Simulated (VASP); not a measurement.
# CdSe (I-4m2) in VASP: single point with PBEsol

Aim: the single point of CdSe with PBEsol.

Everything below comes from runs of VASP 6.6.1. Logs are shortened: lines on timing, memory, paths and dates and some standing lists are left out, and cuts for length are marked.

**1. The cell of the first run**

It takes space group I-4m2 (No. 119, tetragonal). Conventional cell: a = 4.387 Å, b = 4.387 Å, c = 5.901 Å, α = 90.00°, β = 90.00°, γ = 90.00°. Within 3.5 Å of Cd (site symmetry -4m2) lie 4 Se at 2.64 Å. Se (site symmetry -4m2) has 4 Cd at 2.64 Å within 3.5 Å.

**2. Single point, PBEsol, non-collinear spin, zero start, spin-orbit coupling (film at in-plane strain +0.02)**

INCAR reads:

```
SYSTEM = CdSe
PREC = Accurate
ENCUT = 520
EDIFF = 1E-6
ISMEAR = -1
SIGMA = 0.01
LREAL = .FALSE.
LASPH = .TRUE.
NELM = 150
ALGO = Normal
ISIF = 2
LWAVE = .FALSE.
LCHARG = .FALSE.
MAGMOM = 0 0 0 0 0 0
LORBIT = 11
LSORBIT = .TRUE.
GGA_COMPAT = .FALSE.
LORBMOM = .TRUE.
GGA = PS
NBANDS = 30
```

KPOINTS reads:

```
Automatic mesh
0
G
  6 6 6
  0 0 0
```

POSCAR reads:

```
CdSe
1.0
    3.1021407019      3.1021407019      0.0000000000
   -3.1021407019      3.1021407019      0.0000000000
    0.0000000000      3.1021407019      2.9506831525
Cd Se
1 1
Direct
    0.0000000000      0.0000000000      0.0000000000
    0.7500000000      0.2500000000      0.5000000000
```

Potentials or basis: VASP PAW PBE potentials, release 64 (Cd, Se).

Command:

```console
cat potpaw_PBE.64/Cd/POTCAR potpaw_PBE.64/Se/POTCAR > POTCAR
mpirun -np 1 vasp_ncl > vasp.out
```

OUTCAR:

```text
SYSTEM = CdSe
   PREC = Accurate
   ENCUT = 520
   EDIFF = 1E-6
   ISMEAR = -1
   LREAL = .FALSE.
   LASPH = .TRUE.
   NELM = 150
   ISIF = 2
   LORBIT = 11
   LSORBIT = .TRUE.
   GGA = PS

 ion  position               nearest neighbor table
   1  0.000  0.000  0.000-   2 2.64   2 2.64   2 2.64   2 2.64
   2  0.750  0.250  0.500-   1 2.64   1 2.64   1 2.64   1 2.64

  LATTYP: Found a body centered tetragonal cell.
 ALAT       =     4.3870894530
 C/A-ratio  =     1.3451666232

  Lattice vectors:

 A1 = (   3.1021407019,   0.0000000000,  -2.9506831525)
 A2 = (  -3.1021407019,   0.0000000000,  -2.9506831525)
 A3 = (   0.0000000000,   3.1021407019,   2.9506831525)

Analysis of symmetry for initial positions (statically):
=====================================================================
 Subroutine PRICEL returns:
 Original cell was already a primitive cell.

 Routine SETGRP: Setting up the symmetry group for a
 body centered tetragonal supercell.

 Subroutine GETGRP returns: Found  8 space group operations
 (whereof  8 operations were pure point group operations)
 out of a pool of 16 trial point group operations.

The static configuration has the point symmetry D_2d.

Analysis of symmetry for dynamics (positions and initial velocities):
=====================================================================
 Subroutine PRICEL returns:
 Original cell was already a primitive cell.

 Routine SETGRP: Setting up the symmetry group for a
 body centered tetragonal supercell.

 Subroutine GETGRP returns: Found  8 space group operations
 (whereof  8 operations were pure point group operations)
 out of a pool of 16 trial point group operations.

The dynamic configuration has the point symmetry D_2d.

Analysis of structural, dynamic, and magnetic symmetry:
=====================================================================
 Subroutine PRICEL returns:
 Original cell was already a primitive cell.

 Routine SETGRP: Setting up the symmetry group for a
 body centered tetragonal supercell.

 Subroutine GETGRP returns: Found  8 space group operations
 (whereof  8 operations were pure point group operations)
 out of a pool of 16 trial point group operations.

The overall configuration has the point symmetry D_2d.

 Subroutine INISYM returns: Found  8 space group operations
 (whereof  8 operations are pure point group operations),
 and found     1 'primitive' translations

----------------------------------------------------------------------------------------

                                     Primitive cell

  volume of cell :      56.7905

  direct lattice vectors                    reciprocal lattice vectors
     3.102140702  3.102140702  0.000000000     0.161179021  0.161179021 -0.169452284
    -3.102140702  3.102140702  0.000000000    -0.161179021  0.161179021 -0.169452284
     0.000000000  3.102140702  2.950683152     0.000000000  0.000000000  0.338904568

  length of vectors
     4.387089453  4.387089453  4.281332503     0.284027164  0.284027164  0.338904568

  position of ions in fractional coordinates (direct lattice)
     0.000000000  0.000000000  0.000000000
     0.750000000  0.250000000  0.500000000

  ion indices of the primitive-cell ions
   primitive index   ion index
                 1           1
                 2           2

----------------------------------------------------------------------------------------

 KPOINTS: Automatic mesh

Automatic generation of k-mesh.
 Grid dimensions read from file:
 generate k-points for:    6    6    6

 Generating k-lattice:

  Cartesian coordinates                     Fractional coordinates (reciprocal lattice)
     0.026863170  0.026863170 -0.028242047     0.166666667  0.000000000 -0.000000000
    -0.026863170  0.026863170 -0.028242047     0.000000000  0.166666667 -0.000000000
     0.000000000  0.000000000  0.056484095     0.000000000  0.000000000  0.166666667

  Length of vectors
     0.047337861  0.047337861  0.056484095

  Shift w.r.t. Gamma in fractional coordinates (k-lattice)
     0.000000000  0.000000000  0.000000000

 Subroutine IBZKPT returns following result:
 ===========================================

 Found     41 irreducible k-points:

 Following reciprocal coordinates:
            Coordinates               Weight
  0.000000  0.000000  0.000000      1.000000
  0.166667  0.000000  0.000000      4.000000
 -0.166667  0.000000 -0.000000      4.000000
  0.333333  0.000000  0.000000      4.000000
 -0.333333  0.000000 -0.000000      4.000000
  0.500000  0.000000  0.000000      4.000000
[... 16 lines left out ...]
  0.500000  0.000000 -0.166667      4.000000
 -0.333333  0.000000  0.166667      4.000000
 [... further k-points ...]
   k-points           NKPTS =     41   k-points in BZ     NKDIM =     41   number of bands    NBANDS=     30
   number of dos      NEDOS =    301   number of ions     NIONS =      2
   total plane-waves  NPLWV =  41472
[... 25 lines left out ...]
   PSTRESS=    0.0 pullay stress
   NELECT =      18.0000    total number of electrons
   NUPDOWN=      -1.0000    fix difference up-down
   EMIN   =  10.00;   EMAX   =-10.00  energy-range for DOS
   EFERMI =   0.00;   METHOD = LEGACY
   ISMEAR =    -1;   SIGMA  =   0.01  broadening in eV -4-tet -1-fermi 0-gaus
   EFERMI_NEDOS =   21; number of points for ismear=-14 and -15
   IALGO  =     38    algorithm
   IMIX   =      4    mixing-type and parameters
     AMIX     =   0.40;   BMIX     =  1.00
     AMIX_MAG =   1.60;   BMIX_MAG =  1.00
  volume/ion in A,a.u.               =      28.40       191.62
  Fermi-wavevector in a.u.,A,eV,Ry     =   1.116196  2.109305 16.951412  1.245894
  Thomas-Fermi vector in A             =   2.252808
   LORBIT       =     11    0 simple, 1 ext, 2 COOP (PROOUT), +10 PAW based schemes
   GGA     = PS    functional components
   LHFCALC =     F    Hartree Fock is set to
   AEXX    =    0.0000 exact exchange contribution
   IVDW    =     0    specifies the selected vdW correction
   LEPSILON=     F    determine dielectric tensor
   LRPA    =     F    only Hartree local field effects (RPA)
  energy-cutoff  :      520.00
  volume of cell :       56.79
 maximum number of plane-waves:      3092
 NGX is ok and might be reduce to    36
   NGX = 17   NGY = 17   NGZ = 15

 number of electron      18.0000001 magnetization      -0.0000000      0.0000000      0.0000000

 number of electron      18.0000001 magnetization       0.0000000      0.0000000      0.0000000

 number of electron      18.0000001 magnetization      -0.0000000     -0.0000000     -0.0000000

 Free energy of the ion-electron system (eV)
  ---------------------------------------------------
  ext. energy  EPLUGINS =         0.00000000
  ---------------------------------------------------
  free energy    TOTEN  =        -6.21698818 eV

  energy without entropy =       -6.21698818  energy(sigma->0) =       -6.21698818

 E-fermi :   1.0538     XC(G=0):  -9.0573

 val. band max:        0.9133179000   @ k =   0.0000   0.0000   0.0000
 cond. band min:       1.1941298445   @ k =   0.0000   0.0000   0.0000
 fundamental gap:      0.2808119445
 Fermi energy:         1.0537796527

 k-point     1 :       0.0000    0.0000    0.0000
  band No.  band energies     occupation
      1     -11.8252      1.00000
      2     -11.8252      1.00000
      3      -7.4297      1.00000
      4      -7.4297      1.00000
      5      -7.4220      1.00000
      6      -7.4220      1.00000
[... 781 lines left out ...]
     29      12.6021      0.00000
     30      12.6398      0.00000

 [... further k-points ...]

------------------------ aborting loop because EDIFF is reached ----------------------------------------

  FORCE on cell =-STRESS in cart. coord.  units (eV):
  Direction    XX          YY          ZZ          XY          YZ          ZX
  --------------------------------------------------------------------------------------
  -------------------------------------------------------------------------------------
  Total       -0.1795511     -0.1795511      0.1066793      0.0000000      0.0000000      0.0000000
  in kB       -5.0655083     -5.0655083      3.0096433      0.0000000      0.0000000      0.0000000
  external PRESSURE =      -2.3737911 kB  Pullay stress =       0.0000000 kB

 VOLUME and BASIS-vectors are now :
 -----------------------------------------------------------------------------
  energy-cutoff  :      520.00
  volume of cell :       56.79
      direct lattice vectors                 reciprocal lattice vectors
     3.102140702  3.102140702  0.000000000     0.161179021  0.161179021 -0.169452284
    -3.102140702  3.102140702  0.000000000    -0.161179021  0.161179021 -0.169452284
     0.000000000  3.102140702  2.950683152     0.000000000  0.000000000  0.338904568

 POSITION                                       TOTAL-FORCE (eV/Angst)
 -----------------------------------------------------------------------------------
      0.00000      0.00000      0.00000        -0.000000      0.000000      0.000000
      1.55107      4.65321      1.47534         0.000000     -0.000000      0.000000
 -----------------------------------------------------------------------------------
    total drift:                                0.000002      0.000000      0.000000

  FREE ENERGIE OF THE ION-ELECTRON SYSTEM (eV)
  ---------------------------------------------------
  free  energy   TOTEN  =        -6.2169881782 eV

  energy  without entropy=       -6.2169881760  energy(sigma->0) =       -6.21698818

 orbital moment (x)

 # of ion     p       d       tot
 ----------------------------------------
  1         0.000   0.000   0.000
  2        -0.000  -0.000  -0.000
 ----------------------------------------
            0.000   0.000   0.000

 orbital moment (y)

 # of ion     p       d       tot
 ----------------------------------------
  1        -0.000   0.000   0.000
  2        -0.000  -0.000  -0.000
 ----------------------------------------
           -0.000   0.000   0.000

 orbital moment (z)

 # of ion     p       d       tot
 ----------------------------------------
  1         0.000   0.000   0.000
  2         0.000   0.000   0.000
 ----------------------------------------
            0.000   0.000   0.000

 Spin-Orbit-Coupling matrix elements

 Ion:    1  E_soc:     -0.0584942
 l=   1
     0.0000000    -0.0027378    -0.0027655
    -0.0027378     0.0000000    -0.0027378
    -0.0027655    -0.0027378     0.0000000
 l=   2
     0.0000000    -0.0014210     0.0000000    -0.0014210    -0.0055790
    -0.0014210     0.0000000    -0.0041856    -0.0014203    -0.0013967
     0.0000000    -0.0041856     0.0000000    -0.0041856     0.0000000
    -0.0014210    -0.0014203    -0.0041856     0.0000000    -0.0013967
    -0.0055790    -0.0013967     0.0000000    -0.0013967     0.0000000
 l=   3
     0.0000000     0.0000000     0.0000000     0.0000000     0.0000000     0.0000000     0.0000000
     0.0000000     0.0000000     0.0000000     0.0000000     0.0000000     0.0000000     0.0000000
     0.0000000     0.0000000     0.0000000     0.0000000     0.0000000     0.0000000     0.0000000
     0.0000000     0.0000000     0.0000000     0.0000000     0.0000000     0.0000000     0.0000000
     0.0000000     0.0000000     0.0000000     0.0000000     0.0000000     0.0000000     0.0000000
     0.0000000     0.0000000     0.0000000     0.0000000     0.0000000     0.0000000     0.0000000
     0.0000000     0.0000000     0.0000000     0.0000000     0.0000000     0.0000000     0.0000000

 Ion:    2  E_soc:     -0.0401962
 l=   1
     0.0000000    -0.0067167    -0.0066426
    -0.0067167     0.0000000    -0.0067167
    -0.0066426    -0.0067167     0.0000000
 l=   2
     0.0000000    -0.0000035     0.0000000    -0.0000035    -0.0000040
    -0.0000035     0.0000000    -0.0000029    -0.0000034    -0.0000010
     0.0000000    -0.0000029     0.0000000    -0.0000029     0.0000000
    -0.0000035    -0.0000034    -0.0000029     0.0000000    -0.0000010
    -0.0000040    -0.0000010     0.0000000    -0.0000010     0.0000000
 l=   3
     0.0000000     0.0000000     0.0000000     0.0000000     0.0000000     0.0000000     0.0000000
     0.0000000     0.0000000     0.0000000     0.0000000     0.0000000     0.0000000     0.0000000
     0.0000000     0.0000000     0.0000000     0.0000000     0.0000000     0.0000000     0.0000000
     0.0000000     0.0000000     0.0000000     0.0000000     0.0000000     0.0000000     0.0000000
     0.0000000     0.0000000     0.0000000     0.0000000     0.0000000     0.0000000     0.0000000
     0.0000000     0.0000000     0.0000000     0.0000000     0.0000000     0.0000000     0.0000000
     0.0000000     0.0000000     0.0000000     0.0000000     0.0000000     0.0000000     0.0000000

 total charge

# of ion       s       p       d       tot
------------------------------------------
    1        0.447   0.312   9.550  10.309
    2        1.445   2.372   0.022   3.840
--------------------------------------------------
tot          1.892   2.685   9.572  14.149

 magnetization (x)

# of ion       s       p       d       tot
------------------------------------------
    1       -0.000   0.000   0.000  -0.000
    2        0.000   0.000   0.000   0.000
--------------------------------------------------
tot         -0.000   0.000   0.000  -0.000

 magnetization (y)

# of ion       s       p       d       tot
------------------------------------------
    1        0.000   0.000   0.000   0.000
    2        0.000   0.000   0.000   0.000
--------------------------------------------------
tot          0.000   0.000   0.000   0.000

 magnetization (z)

# of ion       s       p       d       tot
------------------------------------------
    1        0.000  -0.000   0.000  -0.000
    2        0.000  -0.000  -0.000  -0.000
--------------------------------------------------
tot          0.000  -0.000  -0.000  -0.000
```

Wall time 2.5 min (1 thread of Intel Xeon Platinum 8259CL at 2.50GHz (Skylake/Cascade Lake), shared host); peak memory 0.41 GiB.

Results:

* Free energy: -6.2170 eV
* Pressure: -0.2 GPa
* Net moment: 0.00 μB per cell
* Valence electrons inside the program's atomic spheres: Cd 10.31; Se 3.84

Stress tensor (GPa, compression positive):
```
-0.51  0.00  0.00
 0.00 -0.51  0.00
 0.00  0.00  0.30
```

Moments on the atoms (μB; x, y, z):
```
Cd  0.00 0.00 0.00
Se  0.00 0.00 0.00
```

Caveat: the cell differs from its parent crystal (film at in-plane strain +0.02); the PAW data sets were made with another functional, which shifts forces and pressure a little.
